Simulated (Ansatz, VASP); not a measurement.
Given: the input of a run of VASP 6.6.1 on I.

INCAR

```
PREC     = Accurate       # precision mode
ENCUT    = 600            # plane-wave cutoff, eV
EDIFF    = 1E-7           # SCF threshold, eV
ISMEAR   = -1             # smearing method
SIGMA    = 0.05           # smearing width, eV
LREAL    = False          # projectors in reciprocal space
LASPH    = True           # aspherical terms in the spheres
NELM     = 80             # most SCF steps
ALGO     = Normal         # electronic algorithm
ISIF     = 3              # what is computed and relaxed
LWAVE    = False          # write WAVECAR
LCHARG   = False          # write CHGCAR
GGA      = PS             # functional
IBRION   = 2              # ionic algorithm
NSW      = 60             # ionic steps
EDIFFG   = -0.01          # ionic threshold
```

File KPOINTS:

```
regular mesh
0
Gamma
  7 7 11
```

File POSCAR:

```
I
1.0
    2.5383465792     -3.7066249365      0.0000000000
    2.5383465792      3.7066249365      0.0000000000
   -1.6208748370      0.0000000000      2.3810977968
I
1
Direct
    0.5000000000      0.5000000000      0.5000000000
```

Potentials or basis: VASP PAW PBE potentials, release 64 (I).

Run with:

```bash
$ cat potpaw_PBE.64/I/POTCAR > POTCAR
$ mpirun -np 1 vasp_std > vasp.out
```

**Question.** Set up the same calculation for Ansatz 0.2.0. Potentials there: Ansatz PAW.

**Answer.** As run (the cutoff follows the program's own potentials):

File input.yaml:

```yaml
crystal:
  lattice:
    - [2.5383465792, -3.7066249365, 0.0]
    - [2.5383465792, 3.7066249365, 0.0]
    - [-1.620874837, 0.0, 2.3810977968]
  atoms:
    - { symbol: I, position: [0.5, 0.5, 0.5] }
hamiltonian:
  xc: pbesol
  pseudopotentials: { kind: paw }
kpoints:
  mp_grid: { grid: [7, 7, 11] }
scf:
  occupations: { method: fermi_dirac, width: 0.05 }
output:
  forces: true
  stress: true
  eigenvalues: true
relax:
  f_tol: 0.01
  max_steps: 40
  cell: { stress_tol: 0.05 }
```

Potentials or basis: Ansatz PAW.

Command:

```bash
$ ansatz run input.yaml --threads 2 --pin off --max-ram 5632MiB --backend cpu --events-out ev --progress --plain --runs-dir out
```

Both were run:

|  | VASP | Ansatz | Ansatz less VASP |
| --- | --- | --- | --- |
| gap on the k mesh at the Fermi level, each at its own relaxed structure (eV) | none | none | - |
| relaxed volume (Å³/atom) | 37.78 | 37.78 | -0.001 |
| relaxed cell length with the largest relative difference (Å) | 4.370 | 4.365 | -0.0051 |

VASP's potentials were made for PBE, not for PBEsol. A gap of «none» marks a metal or a gap that the smearing closes. VASP's potentials hold 7 valence electrons a cell and Ansatz's 17, so a difference there can come from the potentials and not from the codes.

Spin-orbit coupling is off throughout. Noted on VASP's run: the volume moved by over 15 % at a fixed basis, so the end points are rough. Noted on Ansatz's run: the volume moved by over 15 % at a fixed basis, so the end points are rough; the plane-wave basis is chosen anew once the cell has moved, so the energies of steps on either side of that aren't comparable.
